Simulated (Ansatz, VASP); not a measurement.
C in VASP and in Ansatz

INCAR

```
ALGO = Normal ; EDIFF = 1E-6
ENCUT = 520 ; GGA = PE
ISIF = 2 ; ISMEAR = 0
IVDW = 12 ; LASPH = True
LCHARG = True ; LELF = True
LREAL = False ; LVHAR = True
LWAVE = False ; NBANDS = 11
NELM = 80 ; PREC = Accurate
SIGMA = 0.03
```

KPOINTS

```
k-points
0
Gamma
  18 18 18
```

The input POSCAR:

```
C
1.0
    0.0000000000      2.2676207236      3.2963290469
    1.1959373046      0.0000000000      3.2963290469
    1.1959373046      2.2676207236      0.0000000000
C
2
Direct
    0.1666966007      0.8333033993      0.1666966007
    0.8333033993      0.1666966007      0.8333033993
```

Input for Ansatz:

```yaml
crystal:
  lattice:
    - [0.0, 2.2676207236, 3.2963290469]
    - [1.1959373046, 0.0, 3.2963290469]
    - [1.1959373046, 2.2676207236, 0.0]
  atoms:
    - { symbol: C, position: [0.1666966007, 0.8333033993, 0.1666966007] }
    - { symbol: C, position: [0.8333033993, 0.1666966007, 0.8333033993] }
basis:
  ecutwfc: 520.0
kpoints:
  mp_grid: { grid: [18, 18, 18] }
hamiltonian:
  xc: pbe
  pseudopotentials: { kind: paw, azcp: { folder: soft_1 } }
  dispersion: d3bj
scf:
  occupations: { method: gaussian, width: 0.03 }
output:
  forces: true
  stress: true
  eigenvalues: true
```

Change from the starting cell: volume 8.939 Å^3 an atom, stretch along b over the lengths across it, relative to the relaxed cell 1.0953.

Alike in both runs: task single point; functional PBE; dispersion D3(BJ); k mesh 18 × 18 × 18; occupations gaussian, width 0.03 eV; no spin polarisation.

```csv
,VASP,Ansatz
version,VASP 6.6.1,Ansatz 0.2.0
potentials or method,"VASP PAW PBE potentials, release 64 (C), cutoff 520 eV","scalar-relativistic, plane waves, PAW"
valence electrons in the cell,8,8
```

Ansatz gave:

```
gap on the k mesh at the Fermi level (eV)                     : 0.06
least direct gap on the mesh (eV)                             : 0.11
pressure (GPa)                                                : -10.1
traceless stress, the component that is largest in VASP (GPa) : -44.86
rms of the force components (eV/Å)                            : 0.248
```

Question: Estimate VASP's values.

Answer: gap on the k mesh at the Fermi level (eV): 0.06; least direct gap on the mesh (eV): 0.11; pressure (GPa): -9.6; traceless stress, the component that is largest in VASP (GPa): -44.74; rms of the force components (eV/Å): 0.260.

Atom by atom the forces differ by 0.013 eV/Å (rms over components).
